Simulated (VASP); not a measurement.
# Mo8S15O (a cell with a defect) in VASP: notebook, part 2 of 2

VASP 6.6.1. The steps go on from the part before.

### 3 Electric field gradients, r2SCAN

POSCAR reads:

```
Mo8S15O
1.0
    6.3380000000      0.0000000000      0.0000000000
   -3.1690000000      5.4888690092      0.0000000000
    0.0000000000      0.0000000000     12.3240000000
Mo O S
8 1 15
Direct
    0.1666666667      0.3333333333      0.2497186965
    0.1667234648      0.8333617324      0.2502270496
    0.6666382676      0.3332765352      0.2502270496
    0.6666382676      0.8333617324      0.2502270496
    0.3280017309      0.1719982691      0.7469344786
    0.3280017309      0.6560034618      0.7469344786
    0.8439965382      0.1719982691      0.7469344786
    0.8333333333      0.6666666667      0.7461527821
    0.1666666667      0.3333333333      0.6577338307
    0.1670718854      0.8335359427      0.6196943102
    0.6664640573      0.3329281146      0.6196943102
    0.6664640573      0.8335359427      0.6196943102
    0.3335832836      0.1664167164      0.1233488344
    0.3335832836      0.6671665672      0.1233488344
    0.8328334328      0.1664167164      0.1233488344
    0.8333333333      0.6666666667      0.1233941021
    0.1666666667      0.3333333333      0.8800284538
    0.1707996538      0.8353998269      0.8716100204
    0.6646001731      0.3292003462      0.8716100204
    0.6646001731      0.8353998269      0.8716100204
    0.3329136719      0.1670863281      0.3768719287
    0.3329136719      0.6658273438      0.3768719287
    0.8341726562      0.1670863281      0.3768719287
    0.8333333333      0.6666666667      0.3769122689
```

INCAR.step1 reads:

```
SYSTEM = Mo8S15O
PREC     = Accurate       ! precision mode
ENCUT    = 520            ! plane-wave cutoff, eV
ISMEAR   = -1             ! smearing method
SIGMA    = 0.01           ! smearing width, eV
LREAL    = Auto         
LASPH    = .True.         ! aspherical terms in the spheres
NELM     = 100            ! most SCF steps
NBANDS   = 122            ! bands
GGA      = PE             ! functional
ALGO     = Normal         ! electronic algorithm
EDIFF    = 1E-4           ! SCF threshold, eV
LWAVE    = .True.         ! write WAVECAR
LCHARG   = .False.        ! write CHGCAR
LUSENCCL = .False.
```

INCAR.step2 reads:

```
SYSTEM = Mo8S15O
PREC     = Accurate       ! precision mode
ENCUT    = 520            ! plane-wave cutoff, eV
EDIFF    = 1E-8           ! SCF threshold, eV
ISMEAR   = -1             ! smearing method
SIGMA    = 0.01           ! smearing width, eV
LREAL    = Auto         
LASPH    = .True.         ! aspherical terms in the spheres
NELM     = 100            ! most SCF steps
ALGO     = Normal         ! electronic algorithm
ISIF     = 2              ! what is computed and relaxed
LWAVE    = .False.        ! write WAVECAR
LCHARG   = .False.        ! write CHGCAR
METAGGA  = R2SCAN         ! meta-GGA
LMIXTAU  = .True.       
LEFG     = .True.       
NBANDS   = 122            ! bands
ISTART   = 1            
LUSENCCL = .False.
```

KPOINTS reads:

```
regular mesh
0
Gamma
  4 4 2
  0 0 0
```

Potentials or basis: VASP PAW PBE potentials, release 64 (Mo_sv, O, S).

Started as:

```bash
> cat potpaw_PBE.64/Mo_sv/POTCAR potpaw_PBE.64/O/POTCAR potpaw_PBE.64/S/POTCAR > POTCAR
> cp INCAR.step1 INCAR
> mpirun -np 1 vasp_std > vasp.out
> cp INCAR.step2 INCAR
> mpirun -np 1 vasp_std > vasp.out
```

OUTCAR:

```text
SYSTEM = Mo8S15O
   PREC = Accurate
   ENCUT = 520
   EDIFF = 1E-8
   ISMEAR = -1
   LREAL = Auto
   LASPH = .True.
   NELM = 100
   ISIF = 2
   METAGGA = R2SCAN
   ISTART = 1

 ion  position               nearest neighbor table
   1  0.167  0.333  0.250-  13 2.40  15 2.40  14 2.40  21 2.41  23 2.41  22 2.41   3 3.17   2 3.17
                             4 3.17   4 3.17   3 3.17   2 3.17
   2  0.167  0.833  0.250-  24 2.41  14 2.41  13 2.41  22 2.41  21 2.41  16 2.41   4 3.17   3 3.17
                             1 3.17   1 3.17   4 3.17   3 3.17
   3  0.667  0.333  0.250-  24 2.41  15 2.41  13 2.41  21 2.41  23 2.41  16 2.41   2 3.17   4 3.17
                             1 3.17   1 3.17   4 3.17   2 3.17
   4  0.667  0.833  0.250-  24 2.41  14 2.41  15 2.41  22 2.41  23 2.41  16 2.41   2 3.17   3 3.17
                             1 3.17   1 3.17   2 3.17   3 3.17
   5  0.328  0.172  0.747-   9 2.08  19 2.40  18 2.40  17 2.41  11 2.43  10 2.43   7 3.07   6 3.07
                             8 3.17   8 3.17   7 3.27   6 3.27
   6  0.328  0.656  0.747-   9 2.08  18 2.40  20 2.40  17 2.41  12 2.43  10 2.43   5 3.07   7 3.07
                             8 3.17   8 3.17   5 3.27   7 3.27
   7  0.844  0.172  0.747-   9 2.08  19 2.40  20 2.40  17 2.41  11 2.43  12 2.43   5 3.07   6 3.07
                             8 3.17   8 3.17   5 3.27   6 3.27
   8  0.833  0.667  0.746-  12 2.41  10 2.41  11 2.41  20 2.41  18 2.41  19 2.41   6 3.17   7 3.17
                             5 3.17   5 3.17   6 3.17   7 3.17
   9  0.167  0.333  0.658-   5 2.08   7 2.08   6 2.08
  10  0.167  0.834  0.620-   8 2.41   6 2.43   5 2.43
  11  0.666  0.333  0.620-   8 2.41   5 2.43   7 2.43
  12  0.666  0.834  0.620-   8 2.41   6 2.43   7 2.43
  13  0.334  0.166  0.123-   1 2.40   3 2.41   2 2.41
  14  0.334  0.667  0.123-   1 2.40   2 2.41   4 2.41
[... 8 lines left out ...]
  23  0.834  0.167  0.377-   1 2.41   3 2.41   4 2.41
  24  0.833  0.667  0.377-   4 2.41   2 2.41   3 2.41

  LATTYP: Found a hexagonal cell.
 ALAT       =     6.3380000000
 C/A-ratio  =     1.9444619754

  Lattice vectors:

 A1 = (   6.3380000000,   0.0000000000,   0.0000000000)
 A2 = (  -3.1690000000,   5.4888690092,   0.0000000000)
 A3 = (   0.0000000000,   0.0000000000,  12.3240000000)

Analysis of symmetry for initial positions (statically):
=====================================================================
 Subroutine PRICEL returns:
 Original cell was already a primitive cell.

 Routine SETGRP: Setting up the symmetry group for a
 hexagonal supercell.

 Subroutine GETGRP returns: Found  6 space group operations
 (whereof  2 operations were pure point group operations)
 out of a pool of 24 trial point group operations.

The static configuration has the point symmetry C_1h.
 The point group associated with its full space group is C_3v.

Analysis of symmetry for dynamics (positions and initial velocities):
=====================================================================
 Subroutine PRICEL returns:
 Original cell was already a primitive cell.

 Routine SETGRP: Setting up the symmetry group for a
 hexagonal supercell.

 Subroutine GETGRP returns: Found  6 space group operations
[... 164 lines left out ...]
  volume of cell :      428.73
 maximum number of plane-waves:     11595
 NGX is ok and might be reduce to    48
   NGX = 23   NGY = 23   NGZ = 45

 number of electron     207.9999996 magnetization

 Free energy of the ion-electron system (eV)
  ---------------------------------------------------
  ext. energy  EPLUGINS =         0.00000000
  ---------------------------------------------------
  free energy    TOTEN  =      -359.37958502 eV

  energy without entropy =     -359.37958502  energy(sigma->0) =     -359.37958502

 E-fermi :   7.4849     XC(G=0): -11.3750

 val. band max:        7.1611854602   @ k =   0.0000   0.0000   0.0000
 cond. band min:       8.1101621505   @ k =   0.2500   0.2500   0.0000
 fundamental gap:      0.9489766903
 Fermi energy:         7.4848910042

 k-point     1 :       0.0000    0.0000    0.0000
  band No.  band energies     occupation
      1     -56.6478      2.00000
      2     -56.6102      2.00000
      3     -56.6102      2.00000
      4     -56.4435      2.00000
      5     -56.3771      2.00000
      6     -56.3332      2.00000
[... 941 lines left out ...]
    115       9.0176      0.00000
    116       9.0360      0.00000
 [bands above 116 left out]

------------------------ aborting loop because EDIFF is reached ----------------------------------------

  FORCE on cell =-STRESS in cart. coord.  units (eV):
  Direction    XX          YY          ZZ          XY          YZ          ZX
  --------------------------------------------------------------------------------------
  -------------------------------------------------------------------------------------
  Total       -2.9754711     -2.9754711      0.8067242      0.0000000      0.0000000     -0.0000000
  in kB      -11.1193532    -11.1193532      3.0147332      0.0000000      0.0000000     -0.0000000
  external PRESSURE =      -6.4079911 kB  Pullay stress =       0.0000000 kB

 VOLUME and BASIS-vectors are now :
 -----------------------------------------------------------------------------
  energy-cutoff  :      520.00
  volume of cell :      428.73
      direct lattice vectors                 reciprocal lattice vectors
     6.338000000  0.000000000  0.000000000     0.157778479  0.091093447 -0.000000000
    -3.169000000  5.488869009  0.000000000     0.000000000  0.182186895  0.000000000
     0.000000000  0.000000000 12.324000000     0.000000000 -0.000000000  0.081142486

 POSITION                                       TOTAL-FORCE (eV/Angst)
 -----------------------------------------------------------------------------------
      0.00000      1.82962      3.07753         0.000000      0.000000     -0.001699
     -1.58423      4.57421      3.08380        -0.001155     -0.000667      0.004259
      3.16900      1.82931      3.08380         0.000000      0.001334      0.004259
      1.58423      4.57421      3.08380         0.001155     -0.000667      0.004259
      1.53381      0.94408      9.20522         0.004958     -0.002862      0.031359
      0.00000      3.60072      9.20522         0.000000      0.005725      0.031359
[... 16 lines left out ...]
      4.75749      0.91711      4.64457         0.004227      0.002441     -0.166416
      3.16900      3.65925      4.64507         0.000000      0.000000     -0.182562
 -----------------------------------------------------------------------------------
    total drift:                                0.000004     -0.000001      0.007634

  FREE ENERGIE OF THE ION-ELECTRON SYSTEM (eV)
  ---------------------------------------------------
  free  energy   TOTEN  =      -359.3795850223 eV

  energy  without entropy=     -359.3795850223  energy(sigma->0) =     -359.37958502

 Electric field gradients (V/A^2)
---------------------------------------------------------------------
 ion       V_xx      V_yy      V_zz      V_xy      V_xz      V_yz
---------------------------------------------------------------------
   1      39.814    39.813   -79.627    -0.001     0.000    -0.000
   2      39.485    39.532   -79.017    -0.043     0.950     0.549
   3      39.558    39.460   -79.017    -0.001     0.000    -1.097
   4      39.485    39.532   -79.017     0.041    -0.950     0.549
   5      34.013    36.851   -70.865     2.458     0.008    -0.005
   6      38.269    32.595   -70.864    -0.000     0.000     0.010
[... 16 lines left out ...]
  23      26.985    27.285   -54.270    -0.259    -1.273    -0.735
  24      26.029    26.029   -52.058     0.001    -0.000     0.000
---------------------------------------------------------------------

 Electric field gradients after diagonalization (V/A^2)
 (convention: |V_zz| > |V_xx| > |V_yy|)
----------------------------------------------------------------------
 ion       V_xx      V_yy      V_zz     asymmetry (V_yy - V_xx)/ V_zz
----------------------------------------------------------------------
   1      39.814    39.812   -79.627       0.000
   2      39.558    39.470   -79.028       0.001
   3      39.558    39.470   -79.028       0.001
   4      39.556    39.471   -79.028       0.001
   5      38.270    32.595   -70.865       0.080
   6      38.269    32.595   -70.864       0.080
[... 16 lines left out ...]
  23      27.435    26.862   -54.297       0.011
  24      26.030    26.029   -52.058       0.000
----------------------------------------------------------------------

           NMR quadrupolar parameters

 Cq : quadrupolar parameter    Cq=e*Q*V_zz/h
 eta: asymmetry parameters     (V_yy - V_xx)/ V_zz
 Q  : nuclear electric quadrupole moment in mb (millibarn)
----------------------------------------------------------------------
 ion       Cq(MHz)       eta       Q (mb)
----------------------------------------------------------------------
   1      -0.193       0.000       1.000
   2      -0.191       0.001       1.000
   3      -0.191       0.001       1.000
   4      -0.191       0.001       1.000
   5      -0.171       0.080       1.000
   6      -0.171       0.080       1.000
[... 16 lines left out ...]
  23      -0.131       0.011       1.000
  24      -0.126       0.000       1.000
----------------------------------------------------------------------
```

Wall time 5.2 min (1 × NVIDIA H100 80GB with 1 thread of AMD EPYC 7R13 (Zen 3), shared host); peak memory 1.6 GiB.

Results:

```
Free energy                             : -359.3796 eV
Pressure                                : -0.6 GPa
Largest force                           : 0.194 eV/Å
Band gap on the k mesh                  : 0.95 eV
Largest electric field gradient by atom : Mo -79.6, -79.0, -70.9, -76.1 (each value once); O -57.3; S -48.4, -53.2, -53.3, -60.9, -60.8, -54.3, -52.1 (each value once) V/Å²
```

Forces in eV/Å, atoms in the order of the input:
```
Mo   0.000  0.000 -0.002
Mo  -0.001 -0.001  0.004
Mo   0.000  0.001  0.004
Mo   0.001 -0.001  0.004
Mo   0.005 -0.003  0.031
Mo   0.000  0.006  0.031
Mo  -0.005 -0.003  0.031
Mo   0.000  0.000 -0.038
O    0.000  0.000  0.177
S   -0.022 -0.012  0.162
S    0.000  0.025  0.162
S    0.022 -0.012  0.162
S    0.001  0.000  0.168
S    0.000  0.001  0.168
S   -0.001  0.000  0.168
S    0.000  0.000  0.160
S    0.000  0.000 -0.194
S    0.007  0.004 -0.173
S    0.000 -0.008 -0.173
S   -0.007  0.004 -0.173
S   -0.004  0.002 -0.166
S    0.000 -0.005 -0.166
S    0.004  0.002 -0.166
S    0.000  0.000 -0.183
```

Stress tensor (GPa, compression positive):
```
-1.11  0.00  0.00
 0.00 -1.11  0.00
 0.00  0.00  0.30
```

Electric field gradients, principal values (V/Å²):
```
atom   least  middle  greatest (by size)
1 Mo  39.812  39.814             -79.627
2 Mo  39.470  39.558             -79.028
3 Mo  39.470  39.558             -79.028
4 Mo  39.471  39.556             -79.028
5 Mo  32.595  38.270             -70.865
6 Mo  32.595  38.269             -70.864
7 Mo  32.595  38.269             -70.864
8 Mo  38.068  38.070             -76.137
 9 O  28.649  28.652             -57.302
10 S  15.215  33.141             -48.355
11 S  15.215  33.141             -48.355
12 S  15.216  33.140             -48.355
13 S  26.564  26.602             -53.166
14 S  26.563  26.603             -53.166
15 S  26.563  26.603             -53.166
16 S  26.648  26.649             -53.298
17 S  30.469  30.470             -60.940
18 S  23.941  36.903             -60.844
19 S  23.941  36.903             -60.844
20 S  23.941  36.903             -60.844
21 S  26.861  27.436             -54.297
22 S  26.862  27.435             -54.297
23 S  26.862  27.435             -54.297
24 S  26.029  26.030             -52.058
```

Caveat: without QUAD_EFG the Cq values of the log hold for a quadrupole moment of 1 mb, not for the nuclei; the PAW data sets were made with another functional, which shifts forces and pressure a little.
